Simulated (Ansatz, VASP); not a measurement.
# Hf: VASP beside Ansatz

```xyz
1
Lattice="0.0000 2.2492 2.2492 2.2492 0.0000 2.2492 2.2492 2.2492 0.0000" Properties=species:S:1:pos:R:3 pbc="T T T"
Hf    0.0000    0.0000    0.0000
```

Change from the starting cell: functional pbesol, volume scaled by 1.04, PAW files.

Alike in both runs: task electric field gradients; functional PBEsol; k mesh 16 × 16 × 16; occupations fermi-dirac, width 0.03 eV; no spin polarisation.

|  | VASP | Ansatz |
| --- | --- | --- |
| version | VASP 6.6.1 | Ansatz 0.2.0 |
| potentials or method | VASP PAW PBE potentials, release 64 (Hf_pv) | PAW with Ansatz's default frozen-core files, scalar-relativistic |
| plane-wave cutoff (eV) | 520 | 420 |
| valence electrons in the cell | 10 | 26 |

```tsv
	VASP	Ansatz	Ansatz less VASP
pressure (GPa)	-5.7	-5.3	+0.40
```

VASP's potentials were made for PBE, not for PBEsol. VASP's potentials hold 10 valence electrons a cell and Ansatz's 26, so a difference there can come from the potentials and not from the codes.

Spin-orbit coupling is off throughout.
